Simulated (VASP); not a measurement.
# SrCl2 (Fm-3m) in VASP: notebook, part 2 of 2

VASP 6.6.1.

### 3 Single point, HSE06

This run uses another cell than the first one, of 28.67 Å³/atom, 0.987 times its volume.

Contents of POSCAR:

```
SrCl2
1.0
    0.0000000000      3.5036972457      3.5036972457
    3.5036972457      0.0000000000      3.5036972457
    3.5036972457      3.5036972457      0.0000000000
Sr Cl
1 2
Direct
    0.0000000000      0.0000000000      0.0000000000
    0.7500000000      0.7500000000      0.7500000000
    0.2500000000      0.2500000000      0.2500000000
```

Contents of INCAR.step1:

```
  PREC = Accurate
  ENCUT = 520
  EDIFF = 1E-5
  ISMEAR = -1
  SIGMA = 0.02
  LREAL = False
  LASPH = True
  NELM = 100
  ALGO = Normal
  ISIF = 2
  LWAVE = True
  GGA = PE
  NBANDS = 19
```

Contents of INCAR.step2:

```
  PREC = Accurate
  ENCUT = 520
  EDIFF = 1E-6
  ISMEAR = -1
  SIGMA = 0.02
  LREAL = False
  LASPH = True
  NELM = 100
  ALGO = Normal
  ISIF = 2
  LWAVE = False
  LCHARG = True
  GGA = PE
  LHFCALC = True
  HFSCREEN = 0.2079
  PRECFOCK = Normal
  LELF = True
  LVHAR = True
  ISTART = 1
  NBANDS = 19
```

Contents of KPOINTS:

```
regular mesh
0
Gamma
  4 4 4
```

Potentials or basis: VASP PAW PBE potentials, release 64 (Sr_sv, Cl).

Command:

```console
$ cat potpaw_PBE.64/Sr_sv/POTCAR potpaw_PBE.64/Cl/POTCAR > POTCAR
$ cp INCAR.step1 INCAR
$ mpirun -np 1 vasp_std > vasp.out
$ cp INCAR.step2 INCAR
$ mpirun -np 1 vasp_std > vasp.out
```

OUTCAR:

```text
PREC = Accurate
   ENCUT = 520
   EDIFF = 1E-6
   ISMEAR = -1
   LREAL = False
   LASPH = True
   NELM = 100
   ISIF = 2
   GGA = PE
   LHFCALC = True
   HFSCREEN = 0.2079
   PRECFOCK = Normal
   ISTART = 1

 ion  position               nearest neighbor table
   1  0.000  0.000  0.000-   2 3.03   2 3.03   2 3.03   2 3.03   3 3.03   3 3.03   3 3.03   3 3.03

   2  0.750  0.750  0.750-   1 3.03   1 3.03   1 3.03   1 3.03
   3  0.250  0.250  0.250-   1 3.03   1 3.03   1 3.03   1 3.03

  LATTYP: Found a face centered cubic cell.
 ALAT       =     7.0073944914

  Lattice vectors:

 A1 = (   0.0000000000,   3.5036972457,   3.5036972457)
 A2 = (   3.5036972457,   0.0000000000,   3.5036972457)
 A3 = (   3.5036972457,   3.5036972457,   0.0000000000)

Analysis of symmetry for initial positions (statically):
=====================================================================
 Subroutine PRICEL returns:
 Original cell was already a primitive cell.

 Routine SETGRP: Setting up the symmetry group for a
 face centered cubic supercell.

 Subroutine GETGRP returns: Found 48 space group operations
 (whereof 48 operations were pure point group operations)
 out of a pool of 48 trial point group operations.

The static configuration has the point symmetry O_h .

Analysis of symmetry for dynamics (positions and initial velocities):
=====================================================================
 Subroutine PRICEL returns:
 Original cell was already a primitive cell.

 Routine SETGRP: Setting up the symmetry group for a
 face centered cubic supercell.
[... 107 lines left out ...]
   IALGO  =     38    algorithm
   IMIX   =      1    mixing-type and parameters
     AMIX     =   0.40;   BMIX     =  1.00
     AMIX_MAG =   1.60;   BMIX_MAG =  1.00
  volume/ion in A,a.u.               =      28.67       193.50
  Fermi-wavevector in a.u.,A,eV,Ry     =   1.069733  2.021502 15.569533  1.144328
  Thomas-Fermi vector in A             =   2.205421
   LORBIT       =      0    0 simple, 1 ext, 2 COOP (PROOUT), +10 PAW based schemes
   GGA     = PE    functional components
   LHFCALC =     T    Hartree Fock is set to
   PRECFOCK=normal    Normal, Fast or Accurate (Low or Medium for compatibility)
   ENCUT4O =  -1.0   cutoff for four orbital integrals eV
   NKREDX  =     1    reduce k-point grid by
   NKREDY  =     1    reduce k-point grid by
   NKREDZ  =     1    reduce k-point grid by
   AEXX    =    0.2500 exact exchange contribution
   HFSCREEN=    0.2079 screening length (either q_TF or 0.3 A-1)
   HFSCREENC=   0.2079 screening length for correlation (either q_TF or 0.3 A-1)
   ENCUTFOCK=  -1.0 apply spherical cutoff to Coloumb kernel
   IVDW    =     0    specifies the selected vdW correction
   LEPSILON=     F    determine dielectric tensor
   LRPA    =     F    only Hartree local field effects (RPA)
 non-spin polarized calculation
  energy-cutoff  :      520.00
  volume of cell :       86.02
 maximum number of plane-waves:      2332
 NGX is ok and might be reduce to    40
  NGX = 28; NGY = 28; NGZ = 28

 number of electron      24.0000001 magnetization

 Free energy of the ion-electron system (eV)
  ---------------------------------------------------
  ext. energy  EPLUGINS =         0.00000000
  ---------------------------------------------------
  free energy    TOTEN  =       -14.81359891 eV

  energy without entropy =      -14.81359891  energy(sigma->0) =      -14.81359891

 E-fermi :  -0.3985     XC(G=0):  -6.8603

 val. band max:       -0.8567197032   @ k =   0.5000   0.5000   0.0000
 cond. band min:       5.7068639981   @ k =   0.0000   0.0000   0.0000
 fundamental gap:      6.5635837014
 Fermi energy:        -0.3985086824

 k-point     1 :       0.0000    0.0000    0.0000
  band No.  band energies     occupation
      1     -35.8558      2.00000
      2     -16.5686      2.00000
      3     -16.5686      2.00000
      4     -16.5686      2.00000
      5     -15.3667      2.00000
      6     -14.4711      2.00000
[... 153 lines left out ...]
      6     -14.6216      2.00000
[... 11 lines left out ...]
     18      10.1115      0.00000
     19      11.2179      0.00000

------------------------ aborting loop because EDIFF is reached ----------------------------------------

  FORCE on cell =-STRESS in cart. coord.  units (eV):
  Direction    XX          YY          ZZ          XY          YZ          ZX
  --------------------------------------------------------------------------------------
  -------------------------------------------------------------------------------------
  Total        0.0356305      0.0356305      0.0356305      0.0000000      0.0000000     -0.0000000
  in kB        0.6636244      0.6636244      0.6636244      0.0000000      0.0000000     -0.0000000
  external PRESSURE =       0.6636244 kB  Pullay stress =       0.0000000 kB

 VOLUME and BASIS-vectors are now :
 -----------------------------------------------------------------------------
  energy-cutoff  :      520.00
  volume of cell :       86.02
      direct lattice vectors                 reciprocal lattice vectors
     0.000000000  3.503697246  3.503697246    -0.142706394  0.142706394  0.142706394
     3.503697246  0.000000000  3.503697246     0.142706394 -0.142706394  0.142706394
     3.503697246  3.503697246  0.000000000     0.142706394  0.142706394 -0.142706394

 POSITION                                       TOTAL-FORCE (eV/Angst)
 -----------------------------------------------------------------------------------
      0.00000      0.00000      0.00000         0.000000     -0.000000      0.000000
      5.25555      5.25555      5.25555        -0.000000     -0.000000     -0.000000
      1.75185      1.75185      1.75185         0.000000      0.000000      0.000000
 -----------------------------------------------------------------------------------
    total drift:                               -0.000000     -0.000000     -0.000000

  FREE ENERGIE OF THE ION-ELECTRON SYSTEM (eV)
  ---------------------------------------------------
  free  energy   TOTEN  =       -14.8135989137 eV

  energy  without entropy=      -14.8135989136  energy(sigma->0) =      -14.81359891
```

OUTCAR.step1:

```text
PREC = Accurate
   ENCUT = 520
   EDIFF = 1E-5
   ISMEAR = -1
   LREAL = False
   LASPH = True
[... 382 lines left out ...]
      0.00000      0.00000      0.00000         0.000000     -0.000000     -0.000000
      5.25555      5.25555      5.25555         0.000000      0.000000      0.000000
      1.75185      1.75185      1.75185        -0.000000     -0.000000     -0.000000
 -----------------------------------------------------------------------------------
    total drift:                               -0.000000     -0.000000      0.000000

  FREE ENERGIE OF THE ION-ELECTRON SYSTEM (eV)
  ---------------------------------------------------
  free  energy   TOTEN  =       -12.7884690555 eV

  energy  without entropy=      -12.7884690555  energy(sigma->0) =      -12.78846906
```

It took 9.9 min on 1 thread of Intel Xeon Platinum 8488C (Sapphire Rapids), shared host; peak memory 0.34 GiB.

Results:

```
Free energy            : -14.8136 eV
Pressure               : 0.1 GPa
Band gap on the k mesh : 6.56 eV, indirect (least direct gap 6.82 eV)
```

Levels at points of the mesh, in eV from the valence-band top:
```
           k point  band 9  band 10  band 11  band 12  band 13  band 14  band 15  band 16
(0.00, 0.00, 0.00)   -2.23    -0.36    -0.36    -0.36     6.56     7.52     7.52    10.35
(0.50, 0.00, 0.00)   -1.56    -1.38    -1.12    -1.12     8.18     8.18     9.03     9.09
(0.50, 0.50, 0.00)   -2.00    -0.41    -0.41     0.00     6.82     8.52     9.16     9.56
```

Caveat: the PAW data sets were made with another functional, which shifts forces and pressure a little.
